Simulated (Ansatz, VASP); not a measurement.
**Tl in VASP and in Ansatz**

File INCAR:

```
SYSTEM = Tl
PREC = Accurate
ENCUT = 520
EDIFF = 1E-7
ISMEAR = 0
SIGMA = 0.1
LREAL = .False.
LASPH = .True.
NELM = 80
ALGO = Fast
ISIF = 2
LWAVE = .False.
LCHARG = .True.
GGA = PE
LELF = .True.
LVHAR = .True.
NBANDS = 90
```

File KPOINTS:

```
regular mesh
0
Gamma
  3 3 3
  0 0 0
```

Contents of POSCAR:

```
Tl
1.0
    4.0189706272      2.3203537735      6.8539611964
   -4.0189706272      2.3203537735      6.8539611964
    0.0000000000     -4.6407075469      6.8539611964
Tl
12
Direct
    0.0101900000      0.6536100000      0.0101900000
    0.0101900000      0.0101900000      0.6536100000
    0.6536100000      0.0101900000      0.0101900000
    0.9898100000      0.3463900000      0.9898100000
    0.3463900000      0.9898100000      0.9898100000
    0.9898100000      0.9898100000      0.3463900000
    0.2211800000      0.6306000000      0.2211800000
    0.2211800000      0.2211800000      0.6306000000
    0.6306000000      0.2211800000      0.2211800000
    0.7788200000      0.3694000000      0.7788200000
    0.3694000000      0.7788200000      0.7788200000
    0.7788200000      0.7788200000      0.3694000000
```

Input for Ansatz:

```yaml
crystal:
  lattice:
    - [4.0189706272, 2.3203537735, 6.8539611964]
    - [-4.0189706272, 2.3203537735, 6.8539611964]
    - [0.0, -4.6407075469, 6.8539611964]
  atoms:
    - { symbol: Tl, position: [0.01019, 0.65361, 0.01019] }
    - { symbol: Tl, position: [0.01019, 0.01019, 0.65361] }
    - { symbol: Tl, position: [0.65361, 0.01019, 0.01019] }
    - { symbol: Tl, position: [0.98981, 0.34639, 0.98981] }
    - { symbol: Tl, position: [0.34639, 0.98981, 0.98981] }
    - { symbol: Tl, position: [0.98981, 0.98981, 0.34639] }
    - { symbol: Tl, position: [0.22118, 0.6306, 0.22118] }
    - { symbol: Tl, position: [0.22118, 0.22118, 0.6306] }
    - { symbol: Tl, position: [0.6306, 0.22118, 0.22118] }
    - { symbol: Tl, position: [0.77882, 0.3694, 0.77882] }
    - { symbol: Tl, position: [0.3694, 0.77882, 0.77882] }
    - { symbol: Tl, position: [0.77882, 0.77882, 0.3694] }
basis:
  ecutwfc: 420
kpoints:
  mp_grid: { grid: [3, 3, 3] }
hamiltonian:
  xc: pbe
scf:
  occupations: { method: gaussian, width: 0.1 }
  lower_state_search: "off"
output:
  forces: true
  stress: true
  eigenvalues: true
```

Alike in both runs: task single point; functional PBE; k mesh 3 × 3 × 3; occupations gaussian, width 0.1 eV; no spin polarisation.

```csv
,VASP,Ansatz
version,VASP 6.6.1,Ansatz 0.2.0
potentials or method,"VASP PAW PBE potentials, release 64 (Tl_d), cutoff 520 eV","scalar-relativistic, plane waves, PAW"
valence electrons in the cell,156,156
```

VASP gave:

```
gap on the k mesh at the Fermi level (eV)                     : none
pressure (GPa)                                                : 11.4
traceless stress, the component that is largest in VASP (GPa) : 1.13
rms of the force components (eV/Å)                            : 0.998
```

What did Ansatz give for the same quantities?

gap on the k mesh at the Fermi level (eV): none; pressure (GPa): 11.4; traceless stress, the component that is largest in VASP (GPa): 1.14; rms of the force components (eV/Å): 0.993.

Atom by atom the forces differ by 0.005 eV/Å (rms over components). A gap of «none» marks a metal or a gap that the smearing closes.

Spin-orbit coupling is off throughout.
